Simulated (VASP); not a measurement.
# Pd (Im-3m) in VASP: single point with BLYP

Aim: the single point of Pd with BLYP.

Everything below comes from runs of VASP 6.6.1. Logs are shortened: lines on timing, memory, paths and dates and some standing lists are left out, and cuts for length are marked.

## Step 1: The cell of the first run

The structure is cubic, space group Im-3m (No. 229). The conventional cell has a = 3.328 Å, b = 3.328 Å, c = 3.328 Å, α = 90.00°, β = 90.00°, γ = 90.00°. Pd (site symmetry m-3m) has 14 Pd at 2.88 to 3.33 Å within 3.8 Å.

This isn't the form of Pd at room conditions, which is fcc.

## Step 2: Single point, BLYP, collinear spin (18.42 Å³/atom)

File INCAR:

```
SYSTEM = Pd
PREC = Accurate ; ENCUT = 520
EDIFF = 1E-6 ; ISMEAR = -1
SIGMA = 0.05 ; LREAL = .False.
LASPH = .True. ; NELM = 150
ALGO = Normal ; ISIF = 2
LWAVE = .False. ; LCHARG = .False.
ISPIN = 2 ; MAGMOM = 0.5 -0.5
LORBIT = 11 ; LMAXMIX = 4
GGA = B5 ; ALDAX = 1.0
AGGAX = 1.0 ; AGGAC = 1.0
ALDAC = 0.0 ; NBANDS = 21
```

File KPOINTS:

```
regular mesh
0
Gamma
  16 16 16
  0 0 0
```

File POSCAR:

```
Pd
1.0
    3.3275646139      0.0000000000      0.0000000000
    0.0000000000      3.3275646139      0.0000000000
    0.0000000000      0.0000000000      3.3275646139
Pd
2
Direct
    0.0000000000      0.0000000000      0.0000000000
    0.5000000000      0.5000000000      0.5000000000
```

Potentials or basis: VASP PAW PBE potentials, release 64 (Pd).

Run with:

```
$ cat potpaw_PBE.64/Pd/POTCAR > POTCAR
$ mpirun -np 1 vasp_std > vasp.out
```

OUTCAR:

```text
SYSTEM = Pd
   PREC = Accurate
   ENCUT = 520
   EDIFF = 1E-6
   ISMEAR = -1
   LREAL = .False.
   LASPH = .True.
   NELM = 150
   ISIF = 2
   ISPIN = 2
   LORBIT = 11
   GGA = B5

 ion  position               nearest neighbor table
   1  0.000  0.000  0.000-   2 2.88   2 2.88   2 2.88   2 2.88   2 2.88   2 2.88   2 2.88   2 2.88

   2  0.500  0.500  0.500-   1 2.88   1 2.88   1 2.88   1 2.88   1 2.88   1 2.88   1 2.88   1 2.88

  LATTYP: Found a simple cubic cell.
 ALAT       =     3.3275646139

  Lattice vectors:

 A1 = (   3.3275646139,   0.0000000000,   0.0000000000)
 A2 = (   0.0000000000,   3.3275646139,   0.0000000000)
 A3 = (   0.0000000000,   0.0000000000,   3.3275646139)

Analysis of symmetry for initial positions (statically):
=====================================================================
 Subroutine PRICEL returns following result:

  LATTYP: Found a body centered cubic cell.
 ALAT       =     3.3275646139

  Lattice vectors:

 A1 = (   1.6637823069,   1.6637823069,  -1.6637823069)
 A2 = (  -1.6637823069,   1.6637823069,   1.6637823069)
 A3 = (   1.6637823069,  -1.6637823069,   1.6637823069)

   2 primitive cells build up your supercell.

 Routine SETGRP: Setting up the symmetry group for a
 simple cubic supercell.

 Subroutine GETGRP returns: Found 48 space group operations
 (whereof 48 operations were pure point group operations)
 out of a pool of 48 trial point group operations.

The static configuration has the point symmetry O_h .

Analysis of symmetry for dynamics (positions and initial velocities):
=====================================================================
 Subroutine PRICEL returns following result:

  LATTYP: Found a body centered cubic cell.
 ALAT       =     3.3275646139

  Lattice vectors:

 A1 = (   1.6637823069,   1.6637823069,  -1.6637823069)
 A2 = (  -1.6637823069,   1.6637823069,   1.6637823069)
 A3 = (   1.6637823069,  -1.6637823069,   1.6637823069)

   2 primitive cells build up your supercell.

 Routine SETGRP: Setting up the symmetry group for a
 simple cubic supercell.

 Subroutine GETGRP returns: Found 48 space group operations
 (whereof 48 operations were pure point group operations)
 out of a pool of 48 trial point group operations.

The dynamic configuration has the point symmetry O_h .

Analysis of structural, dynamic, and magnetic symmetry:
=====================================================================
 Subroutine PRICEL returns following result:

  LATTYP: Found a body centered cubic cell.
 ALAT       =     3.3275646139

  Lattice vectors:

 A1 = (   1.6637823069,   1.6637823069,  -1.6637823069)
 A2 = (  -1.6637823069,   1.6637823069,   1.6637823069)
 A3 = (   1.6637823069,  -1.6637823069,   1.6637823069)

   2 primitive cells build up your supercell.

 Routine SETGRP: Setting up the symmetry group for a
 simple cubic supercell.

 Subroutine GETGRP returns: Found 48 space group operations
 (whereof 48 operations were pure point group operations)
 out of a pool of 48 trial point group operations.

The overall configuration has the point symmetry O_h .

 Subroutine INISYM returns: Found 48 space group operations
 (whereof 48 operations are pure point group operations),
 and found     2 'primitive' translations

----------------------------------------------------------------------------------------

                                     Primitive cell

  volume of cell :      18.4225

  direct lattice vectors                    reciprocal lattice vectors
     1.663782307  1.663782307 -1.663782307     0.300520085  0.300520085  0.000000000
    -1.663782307  1.663782307  1.663782307     0.000000000  0.300520085  0.300520085
     1.663782307 -1.663782307  1.663782307     0.300520085  0.000000000  0.300520085

  length of vectors
     2.881755488  2.881755488  2.881755488     0.424999580  0.424999580  0.424999580

  position of ions in fractional coordinates (direct lattice)
     0.000000000  0.000000000  0.000000000

  ion indices of the primitive-cell ions
   primitive index   ion index
                 1           1

----------------------------------------------------------------------------------------

 KPOINTS: regular mesh

Automatic generation of k-mesh.
 Grid dimensions read from file:
 generate k-points for:   16   16   16

 Generating k-lattice:

  Cartesian coordinates                     Fractional coordinates (reciprocal lattice)
     0.018782505  0.000000000  0.000000000     0.062500000  0.000000000  0.000000000
     0.000000000  0.018782505  0.000000000     0.000000000  0.062500000  0.000000000
     0.000000000  0.000000000  0.018782505     0.000000000  0.000000000  0.062500000

  Length of vectors
     0.018782505  0.018782505  0.018782505

  Shift w.r.t. Gamma in fractional coordinates (k-lattice)
     0.000000000  0.000000000  0.000000000

 Subroutine IBZKPT returns following result:
 ===========================================

 Found    165 irreducible k-points:

 Following reciprocal coordinates:
            Coordinates               Weight
  0.000000  0.000000  0.000000      1.000000
  0.062500  0.000000  0.000000      6.000000
  0.125000  0.000000  0.000000      6.000000
  0.187500  0.000000  0.000000      6.000000
  0.250000  0.000000  0.000000      6.000000
  0.312500  0.000000  0.000000      6.000000
[... 16 lines left out ...]
  0.437500  0.125000  0.000000     24.000000
  0.500000  0.125000  0.000000     12.000000
 [... further k-points ...]
   k-points           NKPTS =    165   k-points in BZ     NKDIM =    165   number of bands    NBANDS=     21
   number of dos      NEDOS =    301   number of ions     NIONS =      2
   total plane-waves  NPLWV =  21952
   dimension x,y,z NGX =    28 NGY =   28 NGZ =   28
   dimension x,y,z NGXF=    56 NGYF=   56 NGZF=   56
   ions per type =               2
   NGX,Y,Z   is equivalent  to a cutoff of  13.99, 13.99, 13.99 a.u.
   NGXF,Y,Z  is equivalent  to a cutoff of  27.98, 27.98, 27.98 a.u.
 SYSTEM =  Pd
   PREC   = accura    normal or accurate (medium, high low for compatibility)
   ISTART =      0    job   : 0-new  1-cont  2-samecut
   ICHARG =      2    charge: 1-file 2-atom 10-const
   ISPIN  =      2    spin polarized calculation?
   LNONCOLLINEAR =      F non collinear calculations
   LSORBIT =      F    spin-orbit coupling
   LASPH  =      T    aspherical Exc in radial PAW
   ENCUT  =  520.0 eV  38.22 Ry    6.18 a.u.   6.19  6.19  6.19*2*pi/ulx,y,z
   NELM   =    150;   NELMIN=  2; NELMDL= -5     # of ELM steps
   EDIFF  = 0.1E-05   stopping-criterion for ELM
   LREAL  =      F    real-space projection
   EDIFFG = 0.1E-04   stopping-criterion for IOM
   NSW    =      0    number of steps for IOM
   IBRION =     -1    ionic relax: 0-MD 1-quasi-New 2-CG
   NFREE  =      0    steps in history (QN), initial steepest desc. (CG)
   ISIF   =      2    stress and relaxation
   ISYM   =      2    0-nonsym 1-usesym 2-fastsym
   POTIM  = 0.5000    time-step for ionic-motion
   TEBEG  =    0.0;   TEEND  =   0.0 temperature during run
   PSTRESS=    0.0 pullay stress
   NELECT =      20.0000    total number of electrons
   NUPDOWN=      -1.0000    fix difference up-down
   EMIN   =  10.00;   EMAX   =-10.00  energy-range for DOS
   EFERMI =   0.00;   METHOD = LEGACY
   ISMEAR =    -1;   SIGMA  =   0.05  broadening in eV -4-tet -1-fermi 0-gaus
   EFERMI_NEDOS =   21; number of points for ismear=-14 and -15
   IALGO  =     38    algorithm
   IMIX   =      4    mixing-type and parameters
     AMIX     =   0.40;   BMIX     =  1.00
     AMIX_MAG =   1.60;   BMIX_MAG =  1.00
  volume/ion in A,a.u.               =      18.42       124.32
  Fermi-wavevector in a.u.,A,eV,Ry     =   1.335442  2.523619 24.264699  1.783405
  Thomas-Fermi vector in A             =   2.464146
   LORBIT       =     11    0 simple, 1 ext, 2 COOP (PROOUT), +10 PAW based schemes
   GGA     = B5    functional components
   LHFCALC =     F    Hartree Fock is set to
   AEXX    =    0.0000 exact exchange contribution
   IVDW    =     0    specifies the selected vdW correction
   LEPSILON=     F    determine dielectric tensor
   LRPA    =     F    only Hartree local field effects (RPA)
 spin polarized calculation
  energy-cutoff  :      520.00
  volume of cell :       36.85
 maximum number of plane-waves:      1021
 NGX is ok and might be reduce to    28
   NGX = 13   NGY = 13   NGZ = 13

 number of electron      19.9999990 magnetization      -0.0000000

 number of electron      19.9999990 magnetization       0.0000000

 Free energy of the ion-electron system (eV)
  ---------------------------------------------------
  ext. energy  EPLUGINS =         0.00000000
  ---------------------------------------------------
  free energy    TOTEN  =        -8.56626930 eV

  energy without entropy =       -8.53868971  energy(sigma->0) =       -8.55247951

 E-fermi :   6.9647     XC(G=0): -11.2468

 val. band max:        6.9630660590   @ k =   0.1875   0.1250   0.1250
 cond. band min:       6.9712345941   @ k =   0.0625   0.0625   0.0000
 fundamental gap:      0.0081685350
 Fermi energy:         6.9647415520

 spin component 1

 k-point     1 :       0.0000    0.0000    0.0000
  band No.  band energies     occupation
      1       1.5176      1.00000
      2       3.3360      1.00000
      3       3.3360      1.00000
      4       4.8520      1.00000
      5       4.8520      1.00000
      6       4.8520      1.00000
[... 550 lines left out ...]
      5       4.9497      1.00000
      6       4.9497      1.00000
[... 13 lines left out ...]
     20      25.3609      0.00000
     21      31.5159      0.00000

 [... further k-points ...]

 spin component 2

 k-point     1 :       0.0000    0.0000    0.0000
  band No.  band energies     occupation
      1       1.5176      1.00000
      2       3.3360      1.00000
      3       3.3360      1.00000
      4       4.8520      1.00000
      5       4.8520      1.00000
      6       4.8520      1.00000
[... 550 lines left out ...]
      5       4.9497      1.00000
      6       4.9497      1.00000
[... 13 lines left out ...]
     20      25.3609      0.00000
     21      31.5160      0.00000

 [... further k-points ...]

------------------------ aborting loop because EDIFF is reached ----------------------------------------

  FORCE on cell =-STRESS in cart. coord.  units (eV):
  Direction    XX          YY          ZZ          XY          YZ          ZX
  --------------------------------------------------------------------------------------
  -------------------------------------------------------------------------------------
  Total       -2.4319095     -2.4319095     -2.4319095      0.0000000      0.0000000      0.0000000
  in kB     -105.7495427   -105.7495427   -105.7495427      0.0000000      0.0000000      0.0000000
  external PRESSURE =    -105.7495427 kB  Pullay stress =       0.0000000 kB

 VOLUME and BASIS-vectors are now :
 -----------------------------------------------------------------------------
  energy-cutoff  :      520.00
  volume of cell :       36.85
      direct lattice vectors                 reciprocal lattice vectors
     3.327564614  0.000000000  0.000000000     0.300520085  0.000000000  0.000000000
     0.000000000  3.327564614  0.000000000     0.000000000  0.300520085  0.000000000
     0.000000000  0.000000000  3.327564614     0.000000000  0.000000000  0.300520085

 POSITION                                       TOTAL-FORCE (eV/Angst)
 -----------------------------------------------------------------------------------
      0.00000      0.00000      0.00000         0.000000      0.000000      0.000000
      1.66378      1.66378      1.66378        -0.000000     -0.000000     -0.000000
 -----------------------------------------------------------------------------------
    total drift:                                0.000000      0.000000      0.000000

  FREE ENERGIE OF THE ION-ELECTRON SYSTEM (eV)
  ---------------------------------------------------
  free  energy   TOTEN  =        -8.5662693027 eV

  energy  without entropy=       -8.5386897082  energy(sigma->0) =       -8.55247951

 total charge

# of ion       s       p       d       tot
------------------------------------------
    1        0.382   0.271   8.485   9.138
    2        0.382   0.271   8.485   9.138
--------------------------------------------------
tot          0.764   0.542  16.970  18.277

 magnetization (x)

# of ion       s       p       d       tot
------------------------------------------
    1        0.000   0.000  -0.000  -0.000
    2       -0.000  -0.000   0.000   0.000
--------------------------------------------------
tot          0.000   0.000   0.000   0.000
```

Wall time 3.8 min (1 thread of Intel Xeon Platinum 8259CL at 2.50GHz (Skylake/Cascade Lake), shared host); peak memory 0.3 GiB.

Results:

- Free energy: -8.5663 eV
- Pressure: -10.6 GPa
- Band gap on the k mesh: zero (filled and empty bands overlap)
- Net moment: 0.00 μB per cell
- Valence electrons inside the program's atomic spheres: Pd 9.14

Levels at points of the mesh, in eV from the Fermi level:
Spin up:
| k point | band 7 | band 8 | band 9 | band 10 | band 11 | band 12 | band 13 | band 14 |
| --- | --- | --- | --- | --- | --- | --- | --- | --- |
| (0.00, 0.00, 0.00) | -0.69 | -0.69 | 0.13 | 0.13 | 0.13 | 8.51 | 8.51 | 8.51 |
| (0.50, 0.00, 0.00) | -1.62 | -1.62 | -1.05 | -1.05 | 0.63 | 0.63 | 14.70 | 14.70 |
| (0.50, 0.50, 0.00) | -0.55 | -0.55 | 0.39 | 0.39 | 1.99 | 1.99 | 6.29 | 6.29 |
| (0.50, 0.50, 0.50) | -0.52 | -0.52 | -0.52 | -0.52 | 7.24 | 7.24 | 8.48 | 8.48 |
Spin down:
```tsv
k point	band 8	band 9	band 10	band 11	band 12	band 13
(0.00, 0.00, 0.00)	-0.69	0.13	0.13	0.13	8.51	8.51
(0.50, 0.00, 0.00)	-1.62	-1.05	-1.05	0.63	0.63	14.70
(0.50, 0.50, 0.00)	-0.55	0.39	0.39	1.99	1.99	6.29
(0.50, 0.50, 0.50)	-0.52	-0.52	-0.52	7.24	7.24	8.48
```

Caveat: the cell stands under tension; the PAW data sets were made with another functional, which shifts forces and pressure a little.
